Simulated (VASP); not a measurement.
# Re (Im-3m) in VASP: single point with LDA

Aim: the single point of Re with LDA.

All numbers are computed with VASP 6.6.1; they aren't measurements. Logs are shortened: lines on timing, memory, paths and dates and some standing lists are left out, and cuts for length are marked.

## (1) The cell of the first run

The structure is cubic, space group Im-3m (No. 229). Conventional cell: a = 3.071 Å, b = 3.071 Å, c = 3.071 Å, α = 90.00°, β = 90.00°, γ = 90.00°. Re (site symmetry m-3m) has 14 Re at 2.66 to 3.07 Å within 3.5 Å.

This isn't the form of Re at room conditions, which is hcp.

## (2) Single point, LDA (14.47 Å³/atom)

File INCAR:

```
SYSTEM = Re
PREC = Accurate
ENCUT = 560
EDIFF = 1E-6
ISMEAR = -1
SIGMA = 0.1
LREAL = .False.
LASPH = .True.
NELM = 120
ALGO = Normal
ISIF = 2
LWAVE = .False.
LCHARG = .False.
GGA = CA
NBANDS = 14
GGA_COMPAT = .False.
```

File KPOINTS:

```
regular mesh
0
Gamma
  19 19 19
  0 0 0
```

File POSCAR:

```
Re
1.0
   -1.5352640187      1.5352640187      1.5352640187
    1.5352640187     -1.5352640187      1.5352640187
    1.5352640187      1.5352640187     -1.5352640187
Re
1
Direct
    0.0000000000      0.0000000000      0.0000000000
```

Potentials or basis: VASP PAW LDA potentials, release 64 (Re_sv_GW).

The run is started by

```console
$ cat potpaw_LDA.64/Re_sv_GW/POTCAR > POTCAR
$ mpirun -np 1 vasp_std > vasp.out
```

OUTCAR:

```text
SYSTEM = Re
   PREC = Accurate
   ENCUT = 560
   EDIFF = 1E-6
   ISMEAR = -1
   LREAL = .False.
   LASPH = .True.
   NELM = 120
   ISIF = 2
   GGA = CA

 ion  position               nearest neighbor table
   1  0.000  0.000  0.000-

  LATTYP: Found a body centered cubic cell.
 ALAT       =     3.0705280374

  Lattice vectors:

 A1 = (  -1.5352640187,   1.5352640187,   1.5352640187)
 A2 = (   1.5352640187,  -1.5352640187,   1.5352640187)
 A3 = (   1.5352640187,   1.5352640187,  -1.5352640187)

Analysis of symmetry for initial positions (statically):
=====================================================================
 Subroutine PRICEL returns:
 Original cell was already a primitive cell.

 Routine SETGRP: Setting up the symmetry group for a
 body centered cubic supercell.

 Subroutine GETGRP returns: Found 48 space group operations
 (whereof 48 operations were pure point group operations)
 out of a pool of 48 trial point group operations.

The static configuration has the point symmetry O_h .

Analysis of symmetry for dynamics (positions and initial velocities):
=====================================================================
 Subroutine PRICEL returns:
 Original cell was already a primitive cell.

 Routine SETGRP: Setting up the symmetry group for a
 body centered cubic supercell.

 Subroutine GETGRP returns: Found 48 space group operations
 (whereof 48 operations were pure point group operations)
 out of a pool of 48 trial point group operations.

The dynamic configuration has the point symmetry O_h .

 Subroutine INISYM returns: Found 48 space group operations
 (whereof 48 operations are pure point group operations),
 and found     1 'primitive' translations

----------------------------------------------------------------------------------------

                                     Primitive cell

  volume of cell :      14.4747

  direct lattice vectors                    reciprocal lattice vectors
    -1.535264019  1.535264019  1.535264019     0.000000000  0.325676883  0.325676883
     1.535264019 -1.535264019  1.535264019     0.325676883  0.000000000  0.325676883
     1.535264019  1.535264019 -1.535264019     0.325676883  0.325676883  0.000000000

  length of vectors
     2.659155283  2.659155283  2.659155283     0.460576665  0.460576665  0.460576665

  position of ions in fractional coordinates (direct lattice)
     0.000000000  0.000000000  0.000000000

  ion indices of the primitive-cell ions
   primitive index   ion index
                 1           1

----------------------------------------------------------------------------------------

 KPOINTS: regular mesh

Automatic generation of k-mesh.
 Grid dimensions read from file:
 generate k-points for:   19   19   19

 Generating k-lattice:

  Cartesian coordinates                     Fractional coordinates (reciprocal lattice)
     0.000000000  0.017140889  0.017140889     0.052631579  0.000000000  0.000000000
     0.017140889  0.000000000  0.017140889     0.000000000  0.052631579  0.000000000
     0.017140889  0.017140889  0.000000000     0.000000000  0.000000000  0.052631579

  Length of vectors
     0.024240877  0.024240877  0.024240877

  Shift w.r.t. Gamma in fractional coordinates (k-lattice)
     0.000000000  0.000000000  0.000000000

 Subroutine IBZKPT returns following result:
 ===========================================

 Found    220 irreducible k-points:

 Following reciprocal coordinates:
            Coordinates               Weight
  0.000000  0.000000  0.000000      1.000000
  0.052632  0.000000  0.000000     12.000000
  0.105263  0.000000  0.000000     12.000000
  0.157895  0.000000  0.000000     12.000000
  0.210526  0.000000  0.000000     12.000000
  0.263158  0.000000  0.000000     12.000000
[... 16 lines left out ...]
  0.263158  0.105263  0.000000     48.000000
  0.315789  0.105263  0.000000     48.000000
 [... further k-points ...]
   k-points           NKPTS =    220   k-points in BZ     NKDIM =    220   number of bands    NBANDS=     14
   number of dos      NEDOS =    301   number of ions     NIONS =      1
   total plane-waves  NPLWV =  13824
   dimension x,y,z NGX =    24 NGY =   24 NGZ =   24
   dimension x,y,z NGXF=    48 NGYF=   48 NGZF=   48
   ions per type =               1
   NGX,Y,Z   is equivalent  to a cutoff of  15.00, 15.00, 15.00 a.u.
   NGXF,Y,Z  is equivalent  to a cutoff of  30.01, 30.01, 30.01 a.u.
 SYSTEM =  Re
   PREC   = accura    normal or accurate (medium, high low for compatibility)
   ISTART =      0    job   : 0-new  1-cont  2-samecut
   ICHARG =      2    charge: 1-file 2-atom 10-const
   ISPIN  =      1    spin polarized calculation?
   LNONCOLLINEAR =      F non collinear calculations
   LSORBIT =      F    spin-orbit coupling
   LASPH  =      T    aspherical Exc in radial PAW
   ENCUT  =  560.0 eV  41.16 Ry    6.42 a.u.   5.13  5.13  5.13*2*pi/ulx,y,z
   NELM   =    120;   NELMIN=  2; NELMDL= -5     # of ELM steps
   EDIFF  = 0.1E-05   stopping-criterion for ELM
   LREAL  =      F    real-space projection
   EDIFFG = 0.1E-04   stopping-criterion for IOM
   NSW    =      0    number of steps for IOM
   IBRION =     -1    ionic relax: 0-MD 1-quasi-New 2-CG
   NFREE  =      0    steps in history (QN), initial steepest desc. (CG)
   ISIF   =      2    stress and relaxation
   ISYM   =      2    0-nonsym 1-usesym 2-fastsym
   POTIM  = 0.5000    time-step for ionic-motion
   TEBEG  =    0.0;   TEEND  =   0.0 temperature during run
   PSTRESS=    0.0 pullay stress
   NELECT =      15.0000    total number of electrons
   NUPDOWN=      -1.0000    fix difference up-down
   EMIN   =  10.00;   EMAX   =-10.00  energy-range for DOS
   EFERMI =   0.00;   METHOD = LEGACY
   ISMEAR =    -1;   SIGMA  =   0.10  broadening in eV -4-tet -1-fermi 0-gaus
   EFERMI_NEDOS =   21; number of points for ismear=-14 and -15
   IALGO  =     38    algorithm
   IMIX   =      4    mixing-type and parameters
     AMIX     =   0.40;   BMIX     =  1.00
     AMIX_MAG =   1.60;   BMIX_MAG =  1.00
  volume/ion in A,a.u.               =      14.47        97.68
  Fermi-wavevector in a.u.,A,eV,Ry     =   1.656668  3.130649 37.341860  2.744549
  Thomas-Fermi vector in A             =   2.744553
   LORBIT       =      0    0 simple, 1 ext, 2 COOP (PROOUT), +10 PAW based schemes
   GGA     = CA    functional components
   LHFCALC =     F    Hartree Fock is set to
   AEXX    =    0.0000 exact exchange contribution
   IVDW    =     0    specifies the selected vdW correction
   LEPSILON=     F    determine dielectric tensor
   LRPA    =     F    only Hartree local field effects (RPA)
 non-spin polarized calculation
  energy-cutoff  :      560.00
  volume of cell :       14.47
 maximum number of plane-waves:       450
 NGX is ok and might be reduce to    24
   NGX = 11   NGY = 11   NGZ = 11

 number of electron      15.0000001 magnetization

 Free energy of the ion-electron system (eV)
  ---------------------------------------------------
  ext. energy  EPLUGINS =         0.00000000
  ---------------------------------------------------
  free energy    TOTEN  =       -15.05865800 eV

  energy without entropy =      -15.02303897  energy(sigma->0) =      -15.04084848

 E-fermi :  13.9706     XC(G=0): -14.5227

 val. band max:       13.9690154524   @ k =  -0.1053   0.1053   0.0526
 cond. band min:      13.9769627897   @ k =   0.4737   0.0000   0.0000
 fundamental gap:      0.0079473373
 Fermi energy:        13.9705641896

 k-point     1 :       0.0000    0.0000    0.0000
  band No.  band energies     occupation
      1     -66.3966      2.00000
      2     -27.8118      2.00000
      3     -27.8118      2.00000
      4     -27.8118      2.00000
      5       3.1908      2.00000
      6      11.2287      2.00000
      7      11.2287      2.00000
      8      11.2287      2.00000
      9      14.7549      0.00078
     10      14.7549      0.00078
     11      28.7141      0.00000
     12      28.7141      0.00000
     13      28.7141      0.00000
     14      41.7200      0.00000

 k-point     2 :       0.0526    0.0000    0.0000
  band No.  band energies     occupation
      1     -66.3929      2.00000
      2     -27.8500      2.00000
      3     -27.8238      2.00000
      4     -27.8119      2.00000
      5       3.3327      2.00000
      6      11.1488      2.00000
      7      11.2165      2.00000
      8      11.3630      2.00000
      9      14.6294      0.00275
     10      14.7574      0.00076
     11      28.8280      0.00000
     12      28.9472      0.00000
     13      29.0346      0.00000
     14      40.2278      0.00000

 k-point     3 :       0.1053    0.0000    0.0000
  band No.  band energies     occupation
      1     -66.3820      2.00000
      2     -27.9597      2.00000
      3     -27.8586      2.00000
      4     -27.8125      2.00000
      5       3.7433      2.00000
      6      10.9253      2.00000
      7      11.1605      2.00000
      8      11.7618      2.00000
      9      14.3453      0.04609
     10      14.7699      0.00068
     11      29.1171      0.00000
     12      29.6288      0.00000
     13      29.8680      0.00000
     14      38.2375      0.00000

 k-point     4 :       0.1579    0.0000    0.0000
  band No.  band energies     occupation
      1     -66.3650      2.00000
      2     -28.1264      2.00000
      3     -27.9119      2.00000
      4     -27.8130      2.00000
      5       4.3739      2.00000
      6      10.5998      2.00000
      7      11.0278      2.00000
      8      12.4121      2.00000
      9      14.1027      0.42131
     10      14.8046      0.00048
     11      29.3907      0.00000
     12      30.7131      0.00000
     13      30.8125      0.00000
     14      36.7097      0.00000

 k-point     5 :       0.2105    0.0000    0.0000
  band No.  band energies     occupation
      1     -66.3440      2.00000
      2     -28.3299      2.00000
      3     -27.9774      2.00000
      4     -27.8138      2.00000
      5       5.1272      2.00000
      6      10.2233      2.00000
      7      10.8607      2.00000
      8      13.2908      1.99777
      9      14.0478      0.63175
     10      14.8749      0.00024
     11      29.2952      0.00000
[... 276 lines left out ...]
 k-point    22 :       0.2105    0.1053    0.0000
  band No.  band energies     occupation
      1     -66.3142      2.00000
      2     -28.5817      2.00000
      3     -28.0554      2.00000
      4     -27.8638      2.00000
      5       6.2010      2.00000
      6       9.8802      2.00000
      7      10.4200      2.00000
      8      13.8523      1.53100
      9      14.9817      0.00008
     10      15.2892      0.00000
     11      28.8482      0.00000
     12      30.2385      0.00000
     13      33.0167      0.00000
     14      35.2704      0.00000

 k-point    23 :       0.2632    0.1053    0.0000
  band No.  band energies     occupation
      1     -66.2930      2.00000
      2     -28.7587      2.00000
      3     -28.1354      2.00000
      4     -27.8671      2.00000
      5       6.6823      2.00000
      6       9.5553      2.00000
      7      10.7138      2.00000
      8      14.1034      0.41875
      9      15.4045      0.00000
     10      16.2635      0.00000
     11      27.5883      0.00000
     12      28.9982      0.00000
     13      33.8188      0.00000
     14      34.5403      0.00000

 k-point    24 :       0.3158    0.1053    0.0000
  band No.  band energies     occupation
      1     -66.2746      2.00000
      2     -28.9080      2.00000
      3     -28.2049      2.00000
      4     -27.8693      2.00000
      5       6.8344      2.00000
      6       9.3010      2.00000
      7      11.4124      2.00000
      8      14.4078      0.02492
      9      15.5424      0.00000
     10      17.5537      0.00000
     11      26.2592      0.00000
     12      27.6470      0.00000
     13      32.4900      0.00000
     14      36.1127      0.00000

 [... further k-points ...]
[... 5 lines left out ...]
  --------------------------------------------------------------------------------------
  -------------------------------------------------------------------------------------
  Total        0.0045344      0.0045344      0.0045344     -0.0000000     -0.0000000      0.0000000
  in kB        0.5019054      0.5019054      0.5019054     -0.0000000     -0.0000000      0.0000000
  external PRESSURE =       0.5019054 kB  Pullay stress =       0.0000000 kB

 VOLUME and BASIS-vectors are now :
 -----------------------------------------------------------------------------
  energy-cutoff  :      560.00
  volume of cell :       14.47
      direct lattice vectors                 reciprocal lattice vectors
    -1.535264019  1.535264019  1.535264019     0.000000000  0.325676883  0.325676883
     1.535264019 -1.535264019  1.535264019     0.325676883  0.000000000  0.325676883
     1.535264019  1.535264019 -1.535264019     0.325676883  0.325676883  0.000000000

 POSITION                                       TOTAL-FORCE (eV/Angst)
 -----------------------------------------------------------------------------------
      0.00000      0.00000      0.00000        -0.000000     -0.000000      0.000000
 -----------------------------------------------------------------------------------
    total drift:                                0.000000     -0.000000     -0.000000

  FREE ENERGIE OF THE ION-ELECTRON SYSTEM (eV)
  ---------------------------------------------------
  free  energy   TOTEN  =       -15.0586579994 eV

  energy  without entropy=      -15.0230389696  energy(sigma->0) =      -15.04084848
```

It took 37 s on 1 thread of Intel Xeon Platinum 8375C at 2.90GHz (Ice Lake), shared host; peak memory 0.17 GiB.

Results:

```
Free energy            : -15.0587 eV
Pressure               : 0.1 GPa
Band gap on the k mesh : zero (an odd number of electrons rules out a gap without spin polarisation)
```

Caveat: spin-orbit coupling is left out, which moves the levels of the heavy elements.
